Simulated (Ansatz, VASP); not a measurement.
**Two plane-wave programs on Ca**

The input INCAR:

```
SYSTEM = Ca
  ALGO = Normal
  EDIFF = 1E-7
  ENCUT = 520
  GGA = PE
  ISIF = 2
  ISMEAR = 0
  LASPH = .True.
  LCHARG = .True.
  LELF = .True.
  LREAL = .False.
  LVHAR = .True.
  LWAVE = .False.
  NBANDS = 11
  NELM = 80
  PREC = Accurate
  SIGMA = 0.15
```

The input KPOINTS:

```
k-points
0
Gamma
  14 14 14
  0 0 0
```

The input POSCAR:

```
Ca
1.0
    0.0000000000      2.7942000000      2.7942000000
    2.9618520000      0.0000000000      2.7942000000
    2.9618520000      2.7942000000      0.0000000000
Ca
1
Direct
    0.0000000000      0.0000000000      0.0000000000
```

Input for Ansatz:

```yaml
crystal:
  lattice:
    - [0.0, 2.7942, 2.7942]
    - [2.961852, 0.0, 2.7942]
    - [2.961852, 2.7942, 0.0]
  atoms:
    - { symbol: Ca, position: [0.0, 0.0, 0.0] }
basis:
  ecutwfc: 420
kpoints:
  mp_grid: { grid: [14, 14, 14] }
hamiltonian:
  xc: pbe
scf:
  occupations: { method: gaussian, width: 0.15 }
output:
  forces: true
  stress: true
  eigenvalues: true
```

Change from the starting cell: strain +0.0600 x Voigt [1, 0, 0, 0, 0, 0], atoms carried along.

Alike in both runs: task single point; functional PBE; k mesh 14 × 14 × 14; occupations gaussian, width 0.15 eV; no spin polarisation.

|  | VASP | Ansatz |
| --- | --- | --- |
| version | VASP 6.6.1 | Ansatz 0.2.0 |
| potentials or method | VASP PAW PBE potentials, release 64 (Ca_sv), cutoff 520 eV | scalar-relativistic, plane waves, PAW |
| valence electrons in the cell | 10 | 10 |

```csv
,VASP,Ansatz,Ansatz less VASP
gap on the k mesh at the Fermi level (eV),none,none,-
pressure (GPa),-1.4,-1.4,-0.01
"traceless stress, the component that is largest in VASP (GPa)",-0.37,-0.37,0.000
```

A gap of «none» marks a metal or a gap that the smearing closes.
